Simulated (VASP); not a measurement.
# ZnCd3O4 (I4/mmm) in VASP: single point with PBE

Aim: the single point of ZnCd3O4 with PBE.

Everything below comes from runs of VASP 6.6.1. Logs are shortened: lines on timing, memory, paths and dates and some standing lists are left out, and cuts for length are marked.

### Step 1. The cell of the first run

Symmetry: I4/mmm, No. 139, tetragonal system. Conventional cell: a = 4.691 Å, b = 4.691 Å, c = 9.289 Å, α = 90.00°, β = 90.00°, γ = 90.00°. Within 2.8 Å of Zn (site symmetry 4/mmm) lie 6 O at 2.08 to 2.35 Å. Within 3.1 Å of Cd (site symmetry 4/mmm) lie 6 O at 2.35 to 2.56 Å. Cd (site symmetry -4m2) has 6 O at 2.32 to 2.36 Å within 3.1 Å. Within 2.8 Å of O (site symmetry 4mm) lie 1 Zn at 2.08 Å and 5 Cd at 2.36 to 2.56 Å. Within 3.5 Å of O (site symmetry mmm) lie 4 Cd at 2.32 to 2.35 Å and 2 Zn at 2.35 Å and 12 O at 3.14 to 3.47 Å.

### Step 2. Single point, PBE, collinear spin, ferromagnetic start

Input file INCAR:

```
PREC = Accurate
ENCUT = 520
EDIFF = 1E-6
ISMEAR = 0
SIGMA = 0.1
LREAL = False
LASPH = True
NELM = 150
ALGO = Normal
ISIF = 2
LWAVE = False
LCHARG = False
ISPIN = 2
MAGMOM = 0 0 0 0 1 1 1 1
LORBIT = 11
GGA = PE
NBANDS = 50
```

Input file KPOINTS:

```
regular mesh
0
Gamma
  6 6 6
```

Input file POSCAR:

```
ZnCd3O4
1.0
   -2.3454553000      2.3454553000      4.6446835000
    2.3454553000     -2.3454553000      4.6446835000
    2.3454553000      2.3454553000     -4.6446835000
Zn Cd O
1 3 4
Direct
    0.5000000000      0.5000000000      0.0000000000
    0.0000000000      0.0000000000      0.0000000000
    0.7500000000      0.2500000000      0.5000000000
    0.2500000000      0.7500000000      0.5000000000
    0.7244480000      0.7244480000      0.0000000000
    0.5000000000      0.0000000000      0.5000000000
    0.2755520000      0.2755520000      0.0000000000
    0.0000000000      0.5000000000      0.5000000000
```

Potentials or basis: VASP PAW PBE potentials, release 64 (Zn, Cd, O).

The run is started by

```sh
$ cat potpaw_PBE.64/Zn/POTCAR potpaw_PBE.64/Cd/POTCAR potpaw_PBE.64/O/POTCAR > POTCAR
$ mpirun -np 1 vasp_std > vasp.out
```

OUTCAR:

```text
PREC = Accurate
   ENCUT = 520
   EDIFF = 1E-6
   ISMEAR = 0
   LREAL = False
   LASPH = True
   NELM = 150
   ISIF = 2
   ISPIN = 2
   LORBIT = 11
   GGA = PE

 ion  position               nearest neighbor table
   1  0.500  0.500  0.000-   5 2.08   7 2.08   6 2.35   8 2.35   6 2.35   8 2.35   3 3.30   4 3.30
                             3 3.30   4 3.30   4 3.30   4 3.30   3 3.30   3 3.30   2 3.32   2 3.32
   2  0.000  0.000  0.000-   6 2.35   8 2.35   8 2.35   6 2.35   7 2.56   5 2.56   3 3.30   4 3.30
                             3 3.30   4 3.30   3 3.30   3 3.30   4 3.30   4 3.30   1 3.32   1 3.32
   3  0.750  0.250  0.500-   6 2.32   8 2.32   7 2.36   5 2.36   7 2.36   5 2.36   1 3.30   2 3.30
                             2 3.30   1 3.30   2 3.30   1 3.30   1 3.30   2 3.30   4 3.32   4 3.32
   4  0.250  0.750  0.500-   6 2.32   8 2.32   7 2.36   5 2.36   7 2.36   5 2.36   1 3.30   2 3.30
                             2 3.30   1 3.30   2 3.30   2 3.30   1 3.30   1 3.30   3 3.32   3 3.32
   5  0.724  0.724  0.000-   1 2.08   3 2.36   4 2.36   3 2.36   4 2.36   2 2.56
   6  0.500  0.000  0.500-   3 2.32   4 2.32   1 2.35   2 2.35   1 2.35   2 2.35
   7  0.276  0.276  0.000-   1 2.08   3 2.36   4 2.36   4 2.36   3 2.36   2 2.56
   8  0.000  0.500  0.500-   3 2.32   4 2.32   1 2.35   2 2.35   2 2.35   1 2.35

  LATTYP: Found a body centered tetragonal cell.
 ALAT       =     4.6909106000
 C/A-ratio  =     1.9802907777

  Lattice vectors:

 A1 = (  -2.3454553000,   2.3454553000,   4.6446835000)
 A2 = (   2.3454553000,  -2.3454553000,   4.6446835000)
 A3 = (   2.3454553000,   2.3454553000,  -4.6446835000)

Analysis of symmetry for initial positions (statically):
=====================================================================
 Subroutine PRICEL returns:
 Original cell was already a primitive cell.

 Routine SETGRP: Setting up the symmetry group for a
 body centered tetragonal supercell.

 Subroutine GETGRP returns: Found 16 space group operations
 (whereof 16 operations were pure point group operations)
 out of a pool of 16 trial point group operations.

The static configuration has the point symmetry D_4h.

Analysis of symmetry for dynamics (positions and initial velocities):
=====================================================================
 Subroutine PRICEL returns:
 Original cell was already a primitive cell.

 Routine SETGRP: Setting up the symmetry group for a
 body centered tetragonal supercell.

 Subroutine GETGRP returns: Found 16 space group operations
 (whereof 16 operations were pure point group operations)
 out of a pool of 16 trial point group operations.

The dynamic configuration has the point symmetry D_4h.

Analysis of structural, dynamic, and magnetic symmetry:
=====================================================================
 Subroutine PRICEL returns:
 Original cell was already a primitive cell.

 Routine SETGRP: Setting up the symmetry group for a
 body centered tetragonal supercell.

 Subroutine GETGRP returns: Found 16 space group operations
 (whereof 16 operations were pure point group operations)
 out of a pool of 16 trial point group operations.

The overall configuration has the point symmetry D_4h.

 Subroutine INISYM returns: Found 16 space group operations
 (whereof 16 operations are pure point group operations),
 and found     1 'primitive' translations

----------------------------------------------------------------------------------------

                                     Primitive cell

  volume of cell :     102.2046

  direct lattice vectors                    reciprocal lattice vectors
    -2.345455300  2.345455300  4.644683500     0.000000000  0.213178226  0.107649962
     2.345455300 -2.345455300  4.644683500     0.213178226  0.000000000  0.107649962
     2.345455300  2.345455300 -4.644683500     0.213178226  0.213178226  0.000000000

  length of vectors
     5.707486833  5.707486833  5.707486833     0.238816813  0.238816813  0.301479538

  position of ions in fractional coordinates (direct lattice)
     0.500000000  0.500000000  0.000000000
     0.000000000  0.000000000  0.000000000
     0.750000000  0.250000000  0.500000000
     0.250000000  0.750000000  0.500000000
     0.724448000  0.724448000  0.000000000
     0.500000000  0.000000000  0.500000000
     0.275552000  0.275552000  0.000000000
     0.000000000  0.500000000  0.500000000

  ion indices of the primitive-cell ions
   primitive index   ion index
                 1           1
                 2           2
                 3           3
                 4           4
                 5           5
                 6           6
                 7           7
                 8           8

----------------------------------------------------------------------------------------

 KPOINTS: regular mesh

Automatic generation of k-mesh.
 Grid dimensions read from file:
 generate k-points for:    6    6    6

 Generating k-lattice:

  Cartesian coordinates                     Fractional coordinates (reciprocal lattice)
     0.000000000  0.035529704  0.017941660     0.166666667  0.000000000  0.000000000
     0.035529704  0.000000000  0.017941660     0.000000000  0.166666667  0.000000000
     0.035529704  0.035529704  0.000000000     0.000000000  0.000000000  0.166666667

  Length of vectors
     0.039802802  0.039802802  0.050246590

  Shift w.r.t. Gamma in fractional coordinates (k-lattice)
     0.000000000  0.000000000  0.000000000

 Subroutine IBZKPT returns following result:
 ===========================================

 Found     30 irreducible k-points:

 Following reciprocal coordinates:
            Coordinates               Weight
  0.000000  0.000000  0.000000      1.000000
  0.166667  0.000000 -0.000000      8.000000
  0.333333  0.000000 -0.000000      8.000000
  0.500000  0.000000 -0.000000      4.000000
  0.166667  0.166667 -0.000000      8.000000
  0.333333  0.166667 -0.000000     16.000000
[... 16 lines left out ...]
 -0.333333 -0.333333  0.166667      8.000000
 -0.166667 -0.333333  0.166667      8.000000
 [... further k-points ...]
   k-points           NKPTS =     30   k-points in BZ     NKDIM =     30   number of bands    NBANDS=     50
   number of dos      NEDOS =    301   number of ions     NIONS =      8
   total plane-waves  NPLWV =  74088
   dimension x,y,z NGX =    42 NGY =   42 NGZ =   42
   dimension x,y,z NGXF=    84 NGYF=   84 NGZF=   84
   ions per type =               1   3   4
   NGX,Y,Z   is equivalent  to a cutoff of  12.23, 12.23, 12.23 a.u.
   NGXF,Y,Z  is equivalent  to a cutoff of  24.47, 24.47, 24.47 a.u.
 SYSTEM =  unknown system
   PREC   = accura    normal or accurate (medium, high low for compatibility)
   ISTART =      0    job   : 0-new  1-cont  2-samecut
   ICHARG =      2    charge: 1-file 2-atom 10-const
   ISPIN  =      2    spin polarized calculation?
   LNONCOLLINEAR =      F non collinear calculations
   LSORBIT =      F    spin-orbit coupling
   LASPH  =      T    aspherical Exc in radial PAW
   ENCUT  =  520.0 eV  38.22 Ry    6.18 a.u.  10.61 10.61 10.61*2*pi/ulx,y,z
   NELM   =    150;   NELMIN=  2; NELMDL= -5     # of ELM steps
   EDIFF  = 0.1E-05   stopping-criterion for ELM
   LREAL  =      F    real-space projection
   EDIFFG = 0.1E-04   stopping-criterion for IOM
   NSW    =      0    number of steps for IOM
   IBRION =     -1    ionic relax: 0-MD 1-quasi-New 2-CG
   NFREE  =      0    steps in history (QN), initial steepest desc. (CG)
   ISIF   =      2    stress and relaxation
   ISYM   =      2    0-nonsym 1-usesym 2-fastsym
   POTIM  = 0.5000    time-step for ionic-motion
   TEBEG  =    0.0;   TEEND  =   0.0 temperature during run
   PSTRESS=    0.0 pullay stress
   NELECT =      72.0000    total number of electrons
   NUPDOWN=      -1.0000    fix difference up-down
   EMIN   =  10.00;   EMAX   =-10.00  energy-range for DOS
   EFERMI =   0.00;   METHOD = LEGACY
   ISMEAR =     0;   SIGMA  =   0.10  broadening in eV -4-tet -1-fermi 0-gaus
   EFERMI_NEDOS =   21; number of points for ismear=-14 and -15
   IALGO  =     38    algorithm
   IMIX   =      4    mixing-type and parameters
     AMIX     =   0.40;   BMIX     =  1.00
     AMIX_MAG =   1.60;   BMIX_MAG =  1.00
  volume/ion in A,a.u.               =      12.78        86.21
  Fermi-wavevector in a.u.,A,eV,Ry     =   1.456673  2.752714 28.870166  2.121897
  Thomas-Fermi vector in A             =   2.573564
   LORBIT       =     11    0 simple, 1 ext, 2 COOP (PROOUT), +10 PAW based schemes
   GGA     = PE    functional components
   LHFCALC =     F    Hartree Fock is set to
   AEXX    =    0.0000 exact exchange contribution
   IVDW    =     0    specifies the selected vdW correction
   LEPSILON=     F    determine dielectric tensor
   LRPA    =     F    only Hartree local field effects (RPA)
 spin polarized calculation
 Gauss-broadening in eV      SIGMA  =   0.10
  energy-cutoff  :      520.00
  volume of cell :      102.20
 maximum number of plane-waves:      2793
   NGX = 21   NGY = 21   NGZ = 21

 number of electron      72.0000024 magnetization       0.0010182

 number of electron      72.0000024 magnetization      -0.0000440

 Free energy of the ion-electron system (eV)
  ---------------------------------------------------
  ext. energy  EPLUGINS =         0.00000000
  ---------------------------------------------------
  free energy    TOTEN  =       -31.52548541 eV

  energy without entropy =      -31.52443119  energy(sigma->0) =      -31.52495830

 E-fermi :   1.9776     XC(G=0): -11.5534

 val. band max:        1.9456318878   @ k =   0.5000   0.5000   0.0000
 cond. band min:       2.4505206187   @ k =  -0.1667  -0.1667   0.1667
 fundamental gap:      0.5048887309
 Fermi energy:         1.9775875699

 spin component 1

 k-point     1 :       0.0000    0.0000    0.0000
  band No.  band energies     occupation
      1     -15.5480      1.00000
      2     -14.8010      1.00000
      3     -14.7657      1.00000
      4     -14.6517      1.00000
      5      -5.2188      1.00000
      6      -5.1773      1.00000
[... 40 lines left out ...]
     47      12.8743      0.00000
     48      13.2028      0.00000
[... 1171 lines left out ...]
     47      14.1548      0.00000
     48      14.4415      0.00000

 [... further k-points ...]

 spin component 2

 k-point     1 :       0.0000    0.0000    0.0000
  band No.  band energies     occupation
      1     -15.5480      1.00000
      2     -14.8010      1.00000
      3     -14.7657      1.00000
      4     -14.6517      1.00000
      5      -5.2188      1.00000
      6      -5.1773      1.00000
[... 40 lines left out ...]
     47      12.8743      0.00000
     48      13.2028      0.00000
[... 1171 lines left out ...]
     47      14.1549      0.00000
     48      14.4416      0.00000

 [... further k-points ...]

 [bands above 48 left out]

------------------------ aborting loop because EDIFF is reached ----------------------------------------

  FORCE on cell =-STRESS in cart. coord.  units (eV):
  Direction    XX          YY          ZZ          XY          YZ          ZX
  --------------------------------------------------------------------------------------
  -------------------------------------------------------------------------------------
  Total        0.7279587      0.7279587      0.8349146      0.0000000      0.0000000      0.0000000
  in kB       11.4116095     11.4116095     13.0882692      0.0000000      0.0000000      0.0000000
  external PRESSURE =      11.9704961 kB  Pullay stress =       0.0000000 kB

 VOLUME and BASIS-vectors are now :
 -----------------------------------------------------------------------------
  energy-cutoff  :      520.00
  volume of cell :      102.20
      direct lattice vectors                 reciprocal lattice vectors
    -2.345455300  2.345455300  4.644683500     0.000000000  0.213178226  0.107649962
     2.345455300 -2.345455300  4.644683500     0.213178226  0.000000000  0.107649962
     2.345455300  2.345455300 -4.644683500     0.213178226  0.213178226  0.000000000

 POSITION                                       TOTAL-FORCE (eV/Angst)
 -----------------------------------------------------------------------------------
      0.00000      0.00000      4.64468        -0.000000     -0.000000     -0.000000
      0.00000      0.00000      0.00000        -0.000000     -0.000000     -0.000000
     -0.00000      2.34546      2.32234        -0.000000     -0.000000      0.000000
      2.34546     -0.00000      2.32234        -0.000000     -0.000000      0.000000
      0.00000      0.00000      6.72966         0.000000      0.000000      0.005170
      0.00000      2.34546      0.00000        -0.000000     -0.000000     -0.000000
      0.00000      0.00000      2.55970         0.000000      0.000000     -0.005170
      2.34546      0.00000      0.00000        -0.000000     -0.000000     -0.000000
 -----------------------------------------------------------------------------------
    total drift:                                0.000000      0.000000      0.000000

  FREE ENERGIE OF THE ION-ELECTRON SYSTEM (eV)
  ---------------------------------------------------
  free  energy   TOTEN  =       -31.5254854092 eV

  energy  without entropy=      -31.5244311883  energy(sigma->0) =      -31.52495830

 total charge

# of ion       s       p       d       tot
------------------------------------------
    1        0.403   0.323   9.862  10.587
    2        0.332   0.231   9.637  10.200
    3        0.334   0.259   9.653  10.247
    4        0.334   0.259   9.653  10.247
    5        1.572   3.361   0.000   4.932
    6        1.572   3.347   0.000   4.919
    7        1.572   3.361   0.000   4.932
    8        1.572   3.347   0.000   4.919
--------------------------------------------------
tot          7.691  14.487  38.805  60.983

 magnetization (x)

# of ion       s       p       d       tot
------------------------------------------
    1        0.000   0.000  -0.000   0.000
    2        0.000   0.000  -0.000   0.000
    3        0.000   0.000  -0.000   0.000
    4        0.000   0.000  -0.000   0.000
    5        0.000   0.000   0.000   0.000
    6        0.000   0.000   0.000   0.000
    7        0.000   0.000   0.000   0.000
    8        0.000   0.000   0.000   0.000
--------------------------------------------------
tot          0.000   0.000  -0.000   0.000
```

It took 5.8 min on 1 thread of Intel Xeon Platinum 8259CL at 2.50GHz (Skylake/Cascade Lake), shared host; peak memory 0.46 GiB.

What came out:

| Quantity | Value |
| --- | --- |
| Free energy | -31.5255 eV |
| Pressure | 1.2 GPa |
| Largest force | 0.005 eV/Å |
| Band gap on the k mesh | zero (filled and empty bands overlap) |
| Net moment | 0.00 μB per cell |
| Valence electrons inside the program's atomic spheres | Zn 10.59; Cd 10.20, 10.25 (each value once); O 4.93, 4.92 (each value once) |

Forces on the atoms (eV/Å):
```
Zn   0.000  0.000  0.000
Cd   0.000  0.000  0.000
Cd   0.000  0.000  0.000
Cd   0.000  0.000  0.000
O    0.000  0.000  0.005
O    0.000  0.000  0.000
O    0.000  0.000 -0.005
O    0.000  0.000  0.000
```

Levels at points of the mesh, in eV from the Fermi level:
Spin up:
```tsv
k point	band 33	band 34	band 35	band 36	band 37	band 38	band 39	band 40
(0.00, 0.00, 0.00)	-1.92	-1.46	-1.31	-1.31	-0.58	3.72	5.51	6.13
(0.50, 0.00, 0.00)	-1.50	-0.93	-0.85	-0.70	3.70	3.72	5.84	6.01
(0.50, 0.50, 0.00)	-0.36	-0.24	-0.19	-0.03	4.26	4.52	4.86	5.07
(0.50, 0.50, 0.50)	-1.70	-1.70	-1.65	-1.65	2.48	3.62	3.94	4.01
```
Spin down:
```
           k point  band 34  band 35  band 36  band 37  band 38  band 39
(0.00, 0.00, 0.00)    -1.46    -1.31    -1.31    -0.58     3.72     5.51
(0.50, 0.00, 0.00)    -0.93    -0.85    -0.70     3.70     3.72     5.84
(0.50, 0.50, 0.00)    -0.24    -0.19    -0.03     4.26     4.52     4.86
(0.50, 0.50, 0.50)    -1.70    -1.65    -1.65     2.48     3.62     3.94
```

Caveat: semilocal functionals underestimate gaps, so a narrow gap can read as zero.
